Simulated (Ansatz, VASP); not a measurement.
## One calculation of BeS4, two programs

INCAR

```
ALGO = Normal
EDIFF = 1E-6
ENCUT = 520
GGA = PE
ISIF = 2
ISMEAR = 0
LASPH = True
LCHARG = False
LREAL = False
LWAVE = False
NBANDS = 21
NELM = 100
PREC = Accurate
SIGMA = 0.1
```

The input KPOINTS:

```
k-points
0
Gamma
  6 6 4
```

File POSCAR:

```
BeS4
1.0
    4.7706076900      0.0000000000      0.0000000000
   -2.3853038500      4.1314674500      0.0000000000
    0.0000000000      0.0000000000      5.0288619300
Be S
1 4
Direct
    0.0000000000      0.0000000000      0.0000000000
    0.3333333300      0.6666666700      0.6925032900
    0.3333333300      0.6666666700      0.3074967100
    0.6666666700      0.3333333300      0.3074967100
    0.6666666700      0.3333333300      0.6925032900
```

Input for Ansatz:

```yaml
crystal:
  lattice:
    - [4.77060769, 0.0, 0.0]
    - [-2.38530385, 4.13146745, 0.0]
    - [0.0, 0.0, 5.02886193]
  atoms:
    - { symbol: Be, position: [0.0, 0.0, 0.0] }
    - { symbol: S, position: [0.33333333, 0.66666667, 0.69250329] }
    - { symbol: S, position: [0.33333333, 0.66666667, 0.30749671] }
    - { symbol: S, position: [0.66666667, 0.33333333, 0.30749671] }
    - { symbol: S, position: [0.66666667, 0.33333333, 0.69250329] }
basis:
  ecutwfc: 420
kpoints:
  mp_grid: { grid: [6, 6, 4] }
hamiltonian:
  xc: pbe
scf:
  occupations: { method: gaussian, width: 0.1 }
  lower_state_search: "off"
output:
  forces: true
  stress: true
  eigenvalues: true
```

Alike in both runs: task single point; functional PBE; k mesh 6 × 6 × 4; occupations gaussian, width 0.1 eV; no spin polarisation.

|  | VASP | Ansatz |
| --- | --- | --- |
| version | VASP 6.6.1 | Ansatz 0.2.0 |
| potentials or method | VASP PAW PBE potentials, release 64 (Be, S), cutoff 520 eV | scalar-relativistic, plane waves, PAW |
| valence electrons in the cell | 26 | 26 |

VASP gave:

| Property | Result |
| --- | --- |
| gap on the k mesh at the Fermi level (eV) | none |
| pressure (GPa) | 2.9 |
| traceless stress, the component that is largest in VASP (GPa) | -7.94 |
| rms of the force components (eV/Å) | 0.154 |

Q: Which values does Ansatz return?

A: gap on the k mesh at the Fermi level (eV): none; pressure (GPa): 3.4; traceless stress, the component that is largest in VASP (GPa): -7.05; rms of the force components (eV/Å): 0.044.

Atom by atom the forces differ by 0.109 eV/Å (rms over components). A gap of «none» marks a metal or a gap that the smearing closes.
